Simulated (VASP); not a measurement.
Write the native input for VASP 6.6.1 that does the following.

| Item | Value |
| --- | --- |
| Task | single point |
| Functional | PBEsol |
| Potentials or basis | VASP PAW PBE potentials, release 64 (Si, C) |
| Cutoff | 520 eV |
| k mesh | 10 × 10 × 10 |
| Occupations | gaussian, width 0.01 eV |
| Spin | no spin polarisation |
| Dipole correction | no |
| Further INCAR settings | ALGO = Normal; EDIFF = 1e-06; NBANDS = 11 |

The structure of SiC lies in POSCAR:

```
SiC
1.0
    0.0000000000      2.1784118705      2.1675198112
    2.1784118705      0.0000000000      2.1675198112
    2.1784118705      2.1784118705      0.0000000000
Si C
1 1
Direct
    0.0000000000      0.0000000000      0.0000000000
    0.7500000000      0.7500000000      0.7500000000
```

This cell differs from its parent crystal: z stretched by -0.5 %, x and y held.

These files were run (other wordings do the same):

INCAR

```
PREC = Accurate ; ENCUT = 520
EDIFF = 1E-6 ; ISMEAR = 0
SIGMA = 0.01 ; LREAL = F
LASPH = T ; NELM = 100
ALGO = Normal ; ISIF = 2
LWAVE = F ; LCHARG = T
GGA = PS ; LELF = T
LVHAR = T ; NBANDS = 11
```

KPOINTS

```
regular mesh
0
Gamma
  10 10 10
```

Potentials or basis: VASP PAW PBE potentials, release 64 (Si, C).

Command:

```console
$ cat potpaw_PBE.64/Si/POTCAR potpaw_PBE.64/C/POTCAR > POTCAR
$ mpirun -np 1 vasp_std > vasp.out
```

Results of the run:

The pressure is 1.5 GPa. The band gap on the k mesh is 1.18 eV, indirect (least direct gap 4.44 eV).

Caveat: the cell differs from its parent crystal (z stretched by -0.5 %, x and y held); the PAW data sets were made with another functional, which shifts forces and pressure a little.

Run time: 8.5 s on 1 thread of Intel(R) Xeon(R) Platinum 8488C (Sapphire Rapids), with other jobs on the host, peak memory 0.14 GiB.
